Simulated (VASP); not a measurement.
## BiTe: single point with PBE

Crystal: BiTe.

```
CELL_PARAMETERS angstrom
3.39750 3.39750 0.00000
-3.39750 3.39750 0.00000
0.00000 0.00000 6.32682
ATOMIC_POSITIONS crystal
Bi 0.00000 0.00000 0.00000
Bi 0.50000 0.50000 0.50000
Te 0.50000 0.50000 0.00000
Te 0.00000 0.00000 0.50000
```

This cell differs from its parent crystal: biaxial strain in the a-b plane: +4.5 %.

```json
{
 "Program": "VASP 6.6.1",
 "Task": "single point",
 "Functional": "PBE",
 "Potentials or basis": "VASP PAW PBE potentials, release 64 (Bi_d, Te)",
 "Cutoff": "520 eV",
 "k mesh": "12 × 12 × 8",
 "Occupations": "gaussian, width 0.1 eV",
 "Spin": "no spin polarisation",
 "Dipole correction": "no",
 "Further INCAR settings": "ALGO = Normal; EDIFF = 1e-06; NBANDS = 29"
}
```

The pressure is -2.1 GPa. The band gap on the k mesh is zero (bands 21 and 22 overlap by 3.40 eV).

Stress tensor (GPa, compression positive):
```
-3.75  0.00  0.00
 0.00 -3.75  0.00
 0.00  0.00  1.34
```

Levels at points of the mesh, in eV from the Fermi level:
```tsv
k point	band 19	band 20	band 21	band 22	band 23	band 24
(0.00, 0.00, 0.00)	-2.05	-2.05	1.49	1.49	2.43	3.08
(0.50, 0.00, 0.00)	-2.17	-2.17	0.03	0.03	0.09	0.09
(0.50, 0.50, 0.00)	-3.20	-3.20	2.54	2.54	2.58	2.58
(0.00, 0.00, 0.50)	-2.16	-2.16	0.67	0.67	2.10	2.10
(0.50, 0.00, 0.50)	-1.44	-1.44	-0.86	-0.86	-0.60	-0.60
(0.50, 0.50, 0.50)	-1.32	-1.32	-0.07	-0.07	3.13	3.13
```

Run time: 3.3 min on 1 thread of Intel(R) Xeon(R) 6975P-C (Granite Rapids) (shared host), peak memory 0.61 GiB.

Caveat: the cell differs from its parent crystal (biaxial strain in the a-b plane: +4.5 %); the stress differs along the axes, from -4 to 1 GPa; spin-orbit coupling is left out, which moves the levels of the heavy elements.
